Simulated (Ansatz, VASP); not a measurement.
**F: VASP beside Ansatz**

The input INCAR:

```
PREC = Accurate ; ENCUT = 520
EDIFF = 1E-6 ; ISMEAR = 0
SIGMA = 0.05 ; LREAL = F
LASPH = T ; NELM = 100
ALGO = Normal ; ISIF = 2
LWAVE = F ; LCHARG = F
GGA = PE ; IVDW = 12
NBANDS = 22
```

Contents of KPOINTS:

```
regular mesh
0
Gamma
  8 8 4
```

Contents of POSCAR:

```
F
1.0
    2.7735902046     -1.7628796394      0.2927051127
    2.7735902046      1.7628796394      0.2927051127
   -0.8227725226      0.0000000000      6.6402307669
F
4
Direct
    0.9138648456      0.5855481450      0.0689225333
    0.4144518550      0.0861351544      0.4310774667
    0.0861351544      0.4144518550      0.9310774667
    0.5855481450      0.9138648456      0.5689225333
```

Input for Ansatz:

```yaml
crystal:
  lattice:
    - [2.7735902046, -1.7628796394, 0.2927051127]
    - [2.7735902046, 1.7628796394, 0.2927051127]
    - [-0.8227725226, 0.0, 6.6402307669]
  atoms:
    - { symbol: F, position: [0.9138648456, 0.585548145, 0.0689225333] }
    - { symbol: F, position: [0.414451855, 0.0861351544, 0.4310774667] }
    - { symbol: F, position: [0.0861351544, 0.414451855, 0.9310774667] }
    - { symbol: F, position: [0.585548145, 0.9138648456, 0.5689225333] }
basis:
  ecutwfc: 520.0
kpoints:
  mp_grid: { grid: [8, 8, 4] }
hamiltonian:
  xc: pbe
  dispersion: d3bj
scf:
  occupations: { method: gaussian, width: 0.05 }
output:
  forces: true
  stress: true
  eigenvalues: true
```

Alike in both runs: task single point; functional PBE; dispersion D3(BJ); k mesh 8 × 8 × 4; occupations gaussian, width 0.05 eV; no spin polarisation.

|  | VASP | Ansatz |
| --- | --- | --- |
| version | VASP 6.6.1 | Ansatz 0.2.0 |
| potentials or method | VASP PAW PBE potentials, release 64 (F), cutoff 520 eV | scalar-relativistic, plane waves, PAW |
| valence electrons in the cell | 28 | 28 |

|  | VASP | Ansatz | Ansatz less VASP |
| --- | --- | --- | --- |
| gap on the k mesh at the Fermi level (eV) | 7.13 | 7.11 | -0.019 |
| least direct gap on the mesh (eV) | 7.18 | 7.16 | -0.020 |
| rms of the force components (eV/Å) | 19.767 | 16.840 | -2.9276 |

Atom by atom the forces differ by 2.928 eV/Å (rms over components).

Noted on VASP's run: the standard files for N, O and F lose accuracy on very short bonds.
